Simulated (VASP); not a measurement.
Input of a VASP 6.6.1 run:

Contents of INCAR:

```
  ALGO = Normal
  EDIFF = 1E-6
  ENCUT = 600
  GGA = PS
  GGA_COMPAT = F
  ISIF = 2
  ISMEAR = 0
  LASPH = T
  LCHARG = T
  LELF = T
  LREAL = F
  LVHAR = T
  LWAVE = F
  NBANDS = 18
  NELM = 120
  PREC = Accurate
  SIGMA = 0.1
```

Contents of KPOINTS:

```
k-points
0
Gamma
  14 14 12
```

POSCAR

```
CuAu
1.0
    2.8107494552      0.0000000000      0.0000000000
    0.0000000000      2.8107494552      0.0000000000
    0.0000000000      0.0000000000      3.6850000000
Cu Au
1 1
Direct
    0.5000000000      0.5000000000      0.5000000000
    0.0000000000      0.0000000000      0.0000000000
```

Potentials or basis: VASP PAW PBE potentials, release 64 (Cu, Au).

Launch:

```sh
$ cat potpaw_PBE.64/Cu/POTCAR potpaw_PBE.64/Au/POTCAR > POTCAR
$ mpirun -np 1 vasp_std > vasp.out
```

What does it give for the band gap on the k mesh?

Zero (bands 11 and 12 overlap by 7.30 eV).

What does it give for the pressure?

-3.6 GPa.

Stress tensor (GPa, compression positive):
```
-3.26  0.00  0.00
 0.00 -3.26  0.00
 0.00  0.00 -4.30
```

Caveat: the cell stands under tension; the PAW data sets were made with another functional, which shifts forces and pressure a little; spin-orbit coupling is left out, which moves the levels of the heavy elements.
